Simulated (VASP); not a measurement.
# Sb (P6_3/mmc) in VASP: notebook

Sb is run at these levels: LDA, PBEsol; tasks: single point, relaxation of cell and atoms.

Program: VASP 6.6.1. These are calculated values, not measurements. Logs are shortened: lines on timing, memory, paths and dates and some standing lists are left out, and cuts for length are marked.

### Step 1. The cell of the first run

Symmetry: P6_3/mmc, No. 194, hexagonal system. Conventional cell: a = 3.344 Å, b = 3.344 Å, c = 5.287 Å, α = 90.00°, β = 90.00°, γ = 120.00°. Within 4.3 Å of Sb (site symmetry -6m2) lie 12 Sb at 3.27 to 3.34 Å.

### Step 2. Single point, LDA

Input file INCAR:

```
PREC = Accurate ; ENCUT = 520
EDIFF = 1E-7 ; ISMEAR = -1
SIGMA = 0.05 ; LREAL = False
LASPH = True ; NELM = 80
ALGO = Normal ; ISIF = 2
LWAVE = False ; LCHARG = False
NBANDS = 12
```

Input file KPOINTS:

```
Automatic mesh
0
Gamma
  9 9 5
```

Input file POSCAR:

```
Sb
1.0
    3.3439974383      0.0000000000      0.0000000000
   -1.6719987191      2.8959867317      0.0000000000
    0.0000000000      0.0000000000      5.2874139324
Sb
2
Direct
    0.6666666667      0.3333333333      0.7500000000
    0.3333333333      0.6666666667      0.2500000000
```

Potentials or basis: VASP PAW LDA potentials, release 64 (Sb).

Launch:

```bash
> cat potpaw_LDA.64/Sb/POTCAR > POTCAR
> mpirun -np 1 vasp_std > vasp.out
```

OUTCAR:

```text
PREC = Accurate
   ENCUT = 520
   EDIFF = 1E-7
   ISMEAR = -1
   LREAL = False
   LASPH = True
   NELM = 80
   ISIF = 2

 ion  position               nearest neighbor table
   1  0.667  0.333  0.750-   2 3.27   2 3.27   2 3.27   2 3.27   2 3.27   2 3.27
   2  0.333  0.667  0.250-   1 3.27   1 3.27   1 3.27   1 3.27   1 3.27   1 3.27

  LATTYP: Found a hexagonal cell.
 ALAT       =     3.3439974383
 C/A-ratio  =     1.5811656647

  Lattice vectors:

 A1 = (   3.3439974383,   0.0000000000,   0.0000000000)
 A2 = (  -1.6719987191,   2.8959867317,   0.0000000000)
 A3 = (   0.0000000000,   0.0000000000,   5.2874139324)

Analysis of symmetry for initial positions (statically):
=====================================================================
 Subroutine PRICEL returns:
 Original cell was already a primitive cell.

 Routine SETGRP: Setting up the symmetry group for a
 hexagonal supercell.

 Subroutine GETGRP returns: Found 24 space group operations
 (whereof 12 operations were pure point group operations)
 out of a pool of 24 trial point group operations.

The static configuration has the point symmetry D_3d.
 The point group associated with its full space group is D_6h.

Analysis of symmetry for dynamics (positions and initial velocities):
=====================================================================
 Subroutine PRICEL returns:
 Original cell was already a primitive cell.

 Routine SETGRP: Setting up the symmetry group for a
 hexagonal supercell.

 Subroutine GETGRP returns: Found 24 space group operations
 (whereof 12 operations were pure point group operations)
 out of a pool of 24 trial point group operations.

The dynamic configuration has the point symmetry D_3d.
 The point group associated with its full space group is D_6h.

 Subroutine INISYM returns: Found 24 space group operations
 (whereof 12 operations are pure point group operations),
 and found     1 'primitive' translations

----------------------------------------------------------------------------------------

                                     Primitive cell

  volume of cell :      51.2042

  direct lattice vectors                    reciprocal lattice vectors
     3.343997438  0.000000000  0.000000000     0.299043291  0.172652725  0.000000000
    -1.671998719  2.895986732  0.000000000     0.000000000  0.345305449  0.000000000
     0.000000000  0.000000000  5.287413932     0.000000000  0.000000000  0.189128374

  length of vectors
     3.343997438  3.343997438  5.287413932     0.345305449  0.345305449  0.189128374

  position of ions in fractional coordinates (direct lattice)
     0.666666667  0.333333333  0.750000000
     0.333333333  0.666666667  0.250000000

  ion indices of the primitive-cell ions
   primitive index   ion index
                 1           1
                 2           2

----------------------------------------------------------------------------------------

 KPOINTS: Automatic mesh

Automatic generation of k-mesh.
 Grid dimensions read from file:
 generate k-points for:    9    9    5

 Generating k-lattice:

  Cartesian coordinates                     Fractional coordinates (reciprocal lattice)
     0.033227032  0.019183636  0.000000000     0.111111111  0.000000000  0.000000000
     0.000000000  0.038367272  0.000000000     0.000000000  0.111111111  0.000000000
     0.000000000  0.000000000  0.037825675     0.000000000  0.000000000  0.200000000

  Length of vectors
     0.038367272  0.038367272  0.037825675

  Shift w.r.t. Gamma in fractional coordinates (k-lattice)
     0.000000000  0.000000000  0.000000000

 Subroutine IBZKPT returns following result:
 ===========================================

 Found     36 irreducible k-points:

 Following reciprocal coordinates:
            Coordinates               Weight
  0.000000  0.000000  0.000000      1.000000
  0.111111  0.000000  0.000000      6.000000
  0.222222  0.000000  0.000000      6.000000
  0.333333  0.000000  0.000000      6.000000
  0.444444  0.000000  0.000000      6.000000
  0.111111  0.111111  0.000000      6.000000
[... 16 lines left out ...]
  0.333333  0.222222  0.200000     24.000000
  0.333333  0.333333  0.200000      4.000000
 [... further k-points ...]
   k-points           NKPTS =     36   k-points in BZ     NKDIM =     36   number of bands    NBANDS=     12
   number of dos      NEDOS =    301   number of ions     NIONS =      2
   total plane-waves  NPLWV =  31360
   dimension x,y,z NGX =    28 NGY =   28 NGZ =   40
   dimension x,y,z NGXF=    56 NGYF=   56 NGZF=   80
   ions per type =               2
   NGX,Y,Z   is equivalent  to a cutoff of  13.92, 13.92, 12.58 a.u.
   NGXF,Y,Z  is equivalent  to a cutoff of  27.84, 27.84, 25.15 a.u.
 SYSTEM =  unknown system
   PREC   = accura    normal or accurate (medium, high low for compatibility)
   ISTART =      0    job   : 0-new  1-cont  2-samecut
   ICHARG =      2    charge: 1-file 2-atom 10-const
   ISPIN  =      1    spin polarized calculation?
   LNONCOLLINEAR =      F non collinear calculations
   LSORBIT =      F    spin-orbit coupling
   LASPH  =      T    aspherical Exc in radial PAW
   ENCUT  =  520.0 eV  38.22 Ry    6.18 a.u.   6.22  6.22  9.83*2*pi/ulx,y,z
   NELM   =     80;   NELMIN=  2; NELMDL= -5     # of ELM steps
   EDIFF  = 0.1E-06   stopping-criterion for ELM
   LREAL  =      F    real-space projection
   EDIFFG = 0.1E-05   stopping-criterion for IOM
   NSW    =      0    number of steps for IOM
   IBRION =     -1    ionic relax: 0-MD 1-quasi-New 2-CG
   NFREE  =      0    steps in history (QN), initial steepest desc. (CG)
   ISIF   =      2    stress and relaxation
   ISYM   =      2    0-nonsym 1-usesym 2-fastsym
   POTIM  = 0.5000    time-step for ionic-motion
   TEBEG  =    0.0;   TEEND  =   0.0 temperature during run
   PSTRESS=    0.0 pullay stress
   NELECT =      10.0000    total number of electrons
   NUPDOWN=      -1.0000    fix difference up-down
   EMIN   =  10.00;   EMAX   =-10.00  energy-range for DOS
   EFERMI =   0.00;   METHOD = LEGACY
   ISMEAR =    -1;   SIGMA  =   0.05  broadening in eV -4-tet -1-fermi 0-gaus
   EFERMI_NEDOS =   21; number of points for ismear=-14 and -15
   IALGO  =     38    algorithm
   IMIX   =      4    mixing-type and parameters
     AMIX     =   0.40;   BMIX     =  1.00
     AMIX_MAG =   1.60;   BMIX_MAG =  1.00
  volume/ion in A,a.u.               =      25.60       172.77
  Fermi-wavevector in a.u.,A,eV,Ry     =   0.949816  1.794892 12.274506  0.902151
  Thomas-Fermi vector in A             =   2.078135
   LORBIT       =      0    0 simple, 1 ext, 2 COOP (PROOUT), +10 PAW based schemes
   GGA     = CA    functional components
   LHFCALC =     F    Hartree Fock is set to
   AEXX    =    0.0000 exact exchange contribution
   IVDW    =     0    specifies the selected vdW correction
   LEPSILON=     F    determine dielectric tensor
   LRPA    =     F    only Hartree local field effects (RPA)
 non-spin polarized calculation
  energy-cutoff  :      520.00
  volume of cell :       51.20
 maximum number of plane-waves:      1389
 NGX is ok and might be reduce to    28
   NGX = 13   NGY = 13   NGZ = 19

 number of electron      10.0000000 magnetization

 Free energy of the ion-electron system (eV)
  ---------------------------------------------------
  ext. energy  EPLUGINS =         0.00000000
  ---------------------------------------------------
  free energy    TOTEN  =        -9.16291110 eV

  energy without entropy =       -9.15123524  energy(sigma->0) =       -9.15707317

 E-fermi :   9.0341     XC(G=0): -10.5889

 val. band max:        9.0328335330   @ k =   0.3333   0.2222   0.2000
 cond. band min:       9.0404737032   @ k =   0.2222   0.0000   0.4000
 fundamental gap:      0.0076401702
 Fermi energy:         9.0340822891

 k-point     1 :       0.0000    0.0000    0.0000
  band No.  band energies     occupation
      1      -4.2630      2.00000
      2       0.0775      2.00000
      3       3.0268      2.00000
      4      12.4547      0.00000
      5      12.4547      0.00000
      6      14.2902      0.00000
      7      14.2902      0.00000
      8      15.2599      0.00000
      9      16.5699      0.00000
     10      17.9352      0.00000
     11      18.9170      0.00000
     12      18.9170      0.00000

 k-point     2 :       0.1111    0.0000    0.0000
  band No.  band energies     occupation
      1      -4.0419      2.00000
      2       0.2662      2.00000
      3       3.2586      2.00000
      4      10.5533      0.00000
      5      11.7139      0.00000
      6      13.2448      0.00000
      7      14.4650      0.00000
      8      14.8260      0.00000
      9      16.6279      0.00000
     10      18.0844      0.00000
     11      19.0112      0.00000
     12      19.0366      0.00000

 k-point     3 :       0.2222    0.0000    0.0000
  band No.  band energies     occupation
      1      -3.3835      2.00000
      2       0.7977      2.00000
      3       3.9429      2.00000
      4       7.6639      2.00000
      5      10.5850      0.00000
      6      11.0548      0.00000
      7      13.3085      0.00000
      8      14.0528      0.00000
      9      14.9496      0.00000
     10      17.8246      0.00000
     11      18.7097      0.00000
     12      18.9829      0.00000
[... 286 lines left out ...]
 k-point    23 :       0.3333    0.2222    0.2000
  band No.  band energies     occupation
      1      -0.2179      2.00000
      2       1.2679      2.00000
      3       4.4680      2.00000
      4       5.5586      2.00000
      5       6.5150      2.00000
      6       8.4444      1.99998
      7       9.0328      1.01249
      8      10.8383      0.00000
      9      14.4758      0.00000
     10      18.0364      0.00000
     11      19.0296      0.00000
     12      20.4532      0.00000

 k-point    24 :       0.3333    0.3333    0.2000
  band No.  band energies     occupation
      1       0.7973      2.00000
      2       0.7973      2.00000
      3       4.5646      2.00000
      4       5.7217      2.00000
      5       5.7217      2.00000
      6       7.4795      2.00000
      7       9.9168      0.00000
      8       9.9168      0.00000
      9      13.7330      0.00000
     10      19.8893      0.00000
     11      19.8893      0.00000
     12      20.9618      0.00000

 [... further k-points ...]
[... 5 lines left out ...]
  --------------------------------------------------------------------------------------
  -------------------------------------------------------------------------------------
  Total        0.0323564      0.0323564      0.0544802      0.0000000      0.0000000      0.0000000
  in kB        1.0124303      1.0124303      1.7046830      0.0000000      0.0000000      0.0000000
  external PRESSURE =       1.2431812 kB  Pullay stress =       0.0000000 kB

 VOLUME and BASIS-vectors are now :
 -----------------------------------------------------------------------------
  energy-cutoff  :      520.00
  volume of cell :       51.20
      direct lattice vectors                 reciprocal lattice vectors
     3.343997438  0.000000000  0.000000000     0.299043291  0.172652725  0.000000000
    -1.671998719  2.895986732  0.000000000     0.000000000  0.345305449  0.000000000
     0.000000000  0.000000000  5.287413932     0.000000000  0.000000000  0.189128374

 POSITION                                       TOTAL-FORCE (eV/Angst)
 -----------------------------------------------------------------------------------
      1.67200      0.96533      3.96556         0.000000     -0.000000      0.000000
     -0.00000      1.93066      1.32185        -0.000000      0.000000      0.000000
 -----------------------------------------------------------------------------------
    total drift:                               -0.000000      0.000000     -0.000000

  FREE ENERGIE OF THE ION-ELECTRON SYSTEM (eV)
  ---------------------------------------------------
  free  energy   TOTEN  =        -9.1629111014 eV

  energy  without entropy=       -9.1512352375  energy(sigma->0) =       -9.15707317
```

Run time: 10 s. Hardware: 1 thread of Intel Xeon Platinum 8559C (Emerald Rapids), shared host; peak memory 0.15 GiB.

Results:

| Item | Value |
| --- | --- |
| Free energy | -9.1629 eV |
| Pressure | 0.1 GPa |
| Band gap on the k mesh | zero (band 5 reaches 13.08 eV, above the bottom of band 6 at 6.25 eV) |

Levels at points of the mesh, in eV from the Fermi level:
| k point | band 1 | band 2 | band 3 | band 4 | band 5 | band 6 | band 7 | band 8 | band 9 | band 10 |
| --- | --- | --- | --- | --- | --- | --- | --- | --- | --- | --- |
| (0.00, 0.00, 0.00) | -13.30 | -8.96 | -6.01 | 3.42 | 3.42 | 5.26 | 5.26 | 6.23 | 7.54 | 8.90 |

Caveat: spin-orbit coupling is left out, which moves the levels of the heavy elements.

### Step 3. Single point, PBEsol

This run uses another cell than the first one, of 26.04 Å³/atom, 1.017 times its volume.

Input file INCAR:

```
PREC = Accurate ; ENCUT = 520
EDIFF = 1E-6 ; ISMEAR = -1
SIGMA = 0.05 ; LREAL = False
LASPH = True ; NELM = 80
ALGO = Normal ; ISIF = 2
LWAVE = False ; LCHARG = False
GGA = PS ; NBANDS = 12
```

Input file KPOINTS:

```
regular mesh
0
Gamma
  9 9 5
```

Input file POSCAR:

```
Sb
1.0
    3.3541930746      0.0000000000      0.0000000000
   -1.6770965373      2.9048164118      0.0000000000
    0.0000000000      0.0000000000      5.3443355781
Sb
2
Direct
    0.6666666667      0.3333333333      0.7500000000
    0.3333333333      0.6666666667      0.2500000000
```

Potentials or basis: VASP PAW PBE potentials, release 64 (Sb).

Launch:

```bash
> cat potpaw_PBE.64/Sb/POTCAR > POTCAR
> mpirun -np 1 vasp_std > vasp.out
```

Wall time 9 s (1 thread of Intel Xeon Platinum 8559C (Emerald Rapids), shared host); peak memory 0.17 GiB.

The run converged. Its results:

```
Free energy            : -8.6898 eV
Pressure               : 0.0 GPa
Band gap on the k mesh : zero (band 5 reaches 12.87 eV, above the bottom of band 6 at 6.00 eV)
```

Levels at points of the mesh, in eV from the Fermi level:
| k point | band 3 | band 4 | band 5 | band 6 | band 7 | band 8 |
| --- | --- | --- | --- | --- | --- | --- |
| (0.00, 0.00, 0.00) | -5.94 | 3.51 | 3.51 | 5.29 | 5.29 | 6.08 |

Caveat: the PAW data sets were made with another functional, which shifts forces and pressure a little; spin-orbit coupling is left out, which moves the levels of the heavy elements.

### Step 4. Relaxation of cell and atoms, LDA

This run uses another cell than the first one, of 26.65 Å³/atom, 1.041 times its volume.

Input file INCAR:

```
SYSTEM = Sb
PREC = Accurate
ENCUT = 600
EDIFF = 1E-6
ISMEAR = -1
SIGMA = 0.05
LREAL = .FALSE.
LASPH = .TRUE.
NELM = 80
ALGO = Normal
ISIF = 3
LWAVE = .FALSE.
LCHARG = .FALSE.
GGA = CA
IBRION = 2
NSW = 60
EDIFFG = -0.01
```

Input file KPOINTS:

```
regular mesh
0
G
  9 9 5
  0 0 0
```

Input file POSCAR:

```
Sb
1.0
    3.3545324186      0.0000000000      0.0000000000
   -1.6772662093      2.9051102923      0.0000000000
    0.0000000000      0.0000000000      5.4701606500
Sb
2
Direct
    0.6666666667      0.3333333333      0.7500000000
    0.3333333333      0.6666666667      0.2500000000
```

Potentials or basis: VASP PAW LDA potentials, release 64 (Sb).

Launch:

```bash
> cat potpaw_LDA.64/Sb/POTCAR > POTCAR
> mpirun -np 1 vasp_std > vasp.out
```

Wall time 17 s (1 thread of Intel Xeon Platinum 8559C (Emerald Rapids), shared host); peak memory 0.17 GiB.

It converged, with:

* Free energy: -9.1625 eV
* Relaxed volume: 25.57 Å³/atom
* Relaxed cell: a = 3.311 Å, b = 3.311 Å, c = 5.388 Å, α = 90.00°, β = 90.00°, γ = 120.00°
* Space group after relaxing (to 0.05 Å): P6_3/mmc (No. 194)
* Energy gained by relaxing: 9.3 meV/atom
* Ionic steps: 3
* Pressure after relaxing: 0.0 GPa
* Band gap on the k mesh: zero (band 5 reaches 13.40 eV, above the bottom of band 6 at 6.21 eV)

Step by step:
| step | energy change (eV) | largest force (eV/Å) | pressure (GPa) | volume (Å³) |
| --- | --- | --- | --- | --- |
| 1 | 0.0000 | 0.0000 | -2.65 | 53.31 |
| 2 | -0.0125 | 0.0000 | 1.71 | 49.98 |
| 3 | -0.0186 | 0.0000 | -0.01 | 51.15 |

Final structure:
```
CELL_PARAMETERS angstrom
3.31072 0.00000 0.00000
-1.65536 2.86716 0.00000
0.00000 0.00000 5.38846
ATOMIC_POSITIONS crystal
Sb 0.66667 0.33333 0.75000
Sb 0.33333 0.66667 0.25000
```

Levels at points of the mesh, in eV from the Fermi level:
```
           k point  band 2  band 3  band 4  band 5  band 6  band 7  band 8  band 9
(0.00, 0.00, 0.00)   -9.21   -6.03    3.81    3.81    5.53    5.53    5.85    7.95
```

Caveat: spin-orbit coupling is left out, which moves the levels of the heavy elements.

### Step 5. Relaxation of cell and atoms, PBEsol

This run uses another cell than the first one, of 26.65 Å³/atom, 1.041 times its volume.

Input file INCAR:

```
PREC = Accurate ; ENCUT = 600
EDIFF = 1E-6 ; ISMEAR = -1
SIGMA = 0.05 ; LREAL = F
LASPH = T ; NELM = 100
ALGO = Normal ; ISIF = 3
LWAVE = F ; LCHARG = F
GGA = PS ; IBRION = 2
NSW = 60 ; EDIFFG = -0.01
```

Input file KPOINTS:

```
Automatic mesh
0
Gamma
  9 9 5
```

POSCAR is that of step 4.

Potentials or basis: VASP PAW PBE potentials, release 64 (Sb).

Launch:

```bash
> cat potpaw_PBE.64/Sb/POTCAR > POTCAR
> mpirun -np 1 vasp_std > vasp.out
```

Wall time 21 s (1 thread of Intel Xeon Platinum 8559C (Emerald Rapids), shared host); peak memory 0.2 GiB.

Results (log left out):

```yaml
Free_energy: -8.6894 eV
Relaxed_volume: 25.98 Å³/atom
Relaxed_cell: a = 3.328 Å, b = 3.328 Å, c = 5.418 Å, α = 90.00°, β = 90.00°, γ = 120.00°
Space_group_after_relaxing_to_0.05_Å: P6_3/mmc (No. 194)
Energy_gained_by_relaxing: 3.6 meV/atom
Ionic_steps: 3
Pressure_after_relaxing: 0.0 GPa
Band_gap_on_the_k_mesh: zero (band 5 reaches 13.13 eV, above the bottom of band 6 at 5.99 eV)
```

Stress tensor (GPa, compression positive):
```
 0.05  0.00  0.00
 0.00  0.05  0.00
 0.00  0.00 -0.04
```

Step by step:
| step | energy change (eV) | largest force (eV/Å) | pressure (GPa) | volume (Å³) |
| --- | --- | --- | --- | --- |
| 1 | 0.0000 | 0.0000 | -1.63 | 53.31 |
| 2 | -0.0050 | 0.0000 | 0.96 | 51.25 |
| 3 | -0.0071 | 0.0000 | 0.02 | 51.95 |

Final structure:
```cif
data_structure
_symmetry_space_group_name_H-M 'P 1'
_symmetry_Int_Tables_number 1
_cell_length_a 3.3277
_cell_length_b 3.3277
_cell_length_c 5.4176
_cell_angle_alpha 90.000
_cell_angle_beta 90.000
_cell_angle_gamma 120.000
_cell_volume 51.95
loop_
_atom_site_label
_atom_site_type_symbol
_atom_site_fract_x
_atom_site_fract_y
_atom_site_fract_z
_atom_site_occupancy
Sb1 Sb 0.66667 0.33333 0.75000 1
Sb2 Sb 0.33333 0.66667 0.25000 1
```

Levels at points of the mesh, in eV from the Fermi level:
```csv
k point,band 1,band 2,band 3,band 4,band 5,band 6,band 7,band 8,band 9
"(0.00, 0.00, 0.00)",-13.13,-9.14,-5.96,3.80,3.80,5.51,5.51,5.81,7.93
```

Caveat: the PAW data sets were made with another functional, which shifts forces and pressure a little; spin-orbit coupling is left out, which moves the levels of the heavy elements.

### Step 6. Overview

```csv
task,level,potentials or basis,cell,cutoff (eV),gap on the mesh (eV),pressure (GPa),relaxed volume (Å³/atom)
single point,LDA,"VASP PAW LDA potentials, release 64 (Sb)","a = 3.344, b = 3.344, c = 5.287 Å, angles 90.0, 90.0, 120.0°, 2 atoms",520,none,0.1,-
single point,PBEsol,"VASP PAW PBE potentials, release 64 (Sb)","a = 3.354, b = 3.354, c = 5.344 Å, angles 90.0, 90.0, 120.0°, 2 atoms",520,none,0.0,-
relaxation of cell and atoms,LDA,"VASP PAW LDA potentials, release 64 (Sb)","relaxed from a = 3.355, b = 3.355, c = 5.470 Å, angles 90.0, 90.0, 120.0°, 2 atoms",600,none,0.0,25.57
relaxation of cell and atoms,PBEsol,"VASP PAW PBE potentials, release 64 (Sb)","relaxed from a = 3.355, b = 3.355, c = 5.470 Å, angles 90.0, 90.0, 120.0°, 2 atoms",600,none,0.0,25.98
```

Alike in all rows: no spin polarisation; k mesh 9 × 9 × 5; smearing fermi-dirac 0.05 eV.

Caveats: spin-orbit coupling is left out, which moves the levels of the heavy elements; the PAW data sets were made with another functional, which shifts forces and pressure a little (some runs).

Total energies depend on the potentials used, so only differences within one code and one set of settings carry meaning.
